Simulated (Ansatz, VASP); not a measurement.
**AlSn4: VASP beside Ansatz**

File INCAR:

```
SYSTEM = AlSn4
ALGO = Fast
EDIFF = 1E-6
EDIFFG = -0.01
ENCUT = 600
GGA = PE
IBRION = 2
ISIF = 3
ISMEAR = 0
LASPH = .True.
LCHARG = .False.
LREAL = .False.
LWAVE = .False.
NELM = 100
NSW = 100
PREC = Accurate
SIGMA = 0.1
```

The input KPOINTS:

```
k-points
0
Gamma
  6 6 8
  0 0 0
```

The input POSCAR:

```
AlSn4
1.0
    6.4134921536      0.0000000000      0.0000000000
   -3.2067460768      5.5542471320      0.0000000000
    0.0000000000      0.0000000000      5.2650754082
Al Sn
1 4
Direct
    0.0000000000      0.0000000000      0.0000000000
    0.5000000000      0.0000000000      0.5000000000
    0.0000000000      0.5000000000      0.5000000000
    0.5000000000      0.5000000000      0.5000000000
    0.0000000000      0.0000000000      0.5000000000
```

Input for Ansatz:

```yaml
crystal:
  lattice:
    - [6.4134921536, 0.0, 0.0]
    - [-3.2067460768, 5.554247132, 0.0]
    - [0.0, 0.0, 5.2650754082]
  atoms:
    - { symbol: Al, position: [0.0, 0.0, 0.0] }
    - { symbol: Sn, position: [0.5, 0.0, 0.5] }
    - { symbol: Sn, position: [0.0, 0.5, 0.5] }
    - { symbol: Sn, position: [0.5, 0.5, 0.5] }
    - { symbol: Sn, position: [0.0, 0.0, 0.5] }
basis:
  ecutwfc: 420
kpoints:
  mp_grid: { grid: [6, 6, 8] }
hamiltonian:
  xc: pbe
scf:
  occupations: { method: gaussian, width: 0.1 }
output:
  forces: true
  stress: true
  eigenvalues: true
relax:
  adjacent_minimum: "off"
  f_tol: 0.01
  max_steps: 80
  cell: { stress_tol: 0.05 }
```

Alike in both runs: task relaxation of cell and atoms; functional PBE; k mesh 6 × 6 × 8; occupations gaussian, width 0.1 eV; no spin polarisation.

|  | VASP | Ansatz |
| --- | --- | --- |
| version | VASP 6.6.1 | Ansatz 0.2.0 |
| potentials or method | VASP PAW PBE potentials, release 64 (Al, Sn_d), cutoff 600 eV | scalar-relativistic, plane waves, PAW |
| valence electrons in the cell | 59 | 59 |

Ansatz gave:

| Item | Value |
| --- | --- |
| gap on the k mesh at the Fermi level, each at its own relaxed structure (eV) | none |
| relaxed volume (Å³/atom) | 38.58 |
| relaxed length of the cell vector where the two differ most in proportion (Å) | 5.408 |

Problem. What did VASP give for the same quantities?

Solution. gap on the k mesh at the Fermi level, each at its own relaxed structure (eV): none; relaxed volume (Å³/atom): 38.54; relaxed length of the cell vector where the two differ most in proportion (Å): 5.405.

A gap of «none» marks a metal or a gap that the smearing closes.
